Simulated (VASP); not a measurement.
A run of VASP 6.6.1:

Contents of INCAR:

```
  ALGO = Normal
  EDIFF = 1E-6
  ENCUT = 520
  GGA = PE
  ISIF = 2
  ISMEAR = -1
  LASPH = T
  LCHARG = T
  LELF = T
  LREAL = F
  LVHAR = T
  LWAVE = F
  NBANDS = 32
  NELM = 100
  PREC = Accurate
  SIGMA = 0.03
```

KPOINTS

```
k-points
0
Gamma
  13 13 8
```

Contents of POSCAR:

```
Lu
1.0
    3.5389076338      0.0000000000      0.0000000000
   -1.7694538169      3.0647839125      0.0000000000
    0.0000000000      0.0000000000      5.6126070450
Lu
2
Direct
    0.3333333333      0.6666666667      0.2500000000
    0.6666666667      0.3333333333      0.7500000000
```

Potentials or basis: VASP PAW PBE potentials, release 64 (Lu).

Run with:

```console
$ cat potpaw_PBE.64/Lu/POTCAR > POTCAR
$ mpirun -np 1 vasp_std > vasp.out
```

Hardware: 1 thread of AMD EPYC 9R45 96-Core Processor (Zen 5) (shared host).

**Question.** Estimate the wall time of this run.

**Answer.** Run time: 72 s on 1 thread of AMD EPYC 9R45 96-Core Processor (Zen 5), with other jobs on the host, peak memory 0.27 GiB. Counts: scf iterations 11, k points 105.
